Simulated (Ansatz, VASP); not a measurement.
Two plane-wave programs on C

Contents of INCAR:

```
SYSTEM = C
PREC = Accurate
ENCUT = 520
EDIFF = 1E-7
ISMEAR = 0
SIGMA = 0.05
LREAL = .False.
LASPH = .True.
NELM = 100
ALGO = Normal
ISIF = 2
LWAVE = .False.
LCHARG = .True.
GGA = PE
LELF = .True.
LVHAR = .True.
NBANDS = 11
```

KPOINTS

```
Automatic mesh
0
Gamma
  12 12 12
  0 0 0
```

Contents of POSCAR:

```
C
1.0
    0.0000000000      1.9711242030      1.8170952449
    1.5693095297      0.0000000000      1.8170952449
    1.5693095297      1.9711242030      0.0000000000
C
2
Direct
    0.5000000000      0.5000000000      0.5000000000
    0.7500000000      0.7500000000      0.7500000000
```

Input for Ansatz:

```yaml
crystal:
  lattice:
    - [0.0, 1.971124203, 1.8170952449]
    - [1.5693095297, 0.0, 1.8170952449]
    - [1.5693095297, 1.971124203, 0.0]
  atoms:
    - { symbol: C, position: [0.5, 0.5, 0.5] }
    - { symbol: C, position: [0.75, 0.75, 0.75] }
basis:
  ecutwfc: 520.0
kpoints:
  mp_grid: { grid: [12, 12, 12] }
hamiltonian:
  xc: pbe
  pseudopotentials: { kind: paw, azcp: { folder: soft_1 } }
scf:
  occupations: { method: gaussian, width: 0.05 }
output:
  forces: true
  stress: true
  eigenvalues: true
```

Change from the starting cell: strain +e along x and -e along y -0.1125, strain +e along z and -e/2 along x and y +0.0175.

Alike in both runs: task single point; functional PBE; k mesh 12 × 12 × 12; occupations gaussian, width 0.05 eV; no spin polarisation.

```csv
,VASP,Ansatz
version,VASP 6.6.1,Ansatz 0.2.0
potentials or method,"VASP PAW PBE potentials, release 64 (C), cutoff 520 eV","scalar-relativistic, plane waves, PAW"
valence electrons in the cell,8,8
```

|  | VASP | Ansatz | Ansatz less VASP |
| --- | --- | --- | --- |
| gap on the k mesh at the Fermi level (eV) | none | none | - |
| pressure (GPa) | 7.2 | 6.6 | -0.60 |
| traceless stress, the component that is largest in VASP (GPa) | -100.46 | -100.47 | -0.013 |

A gap of «none» marks a metal or a gap that the smearing closes.
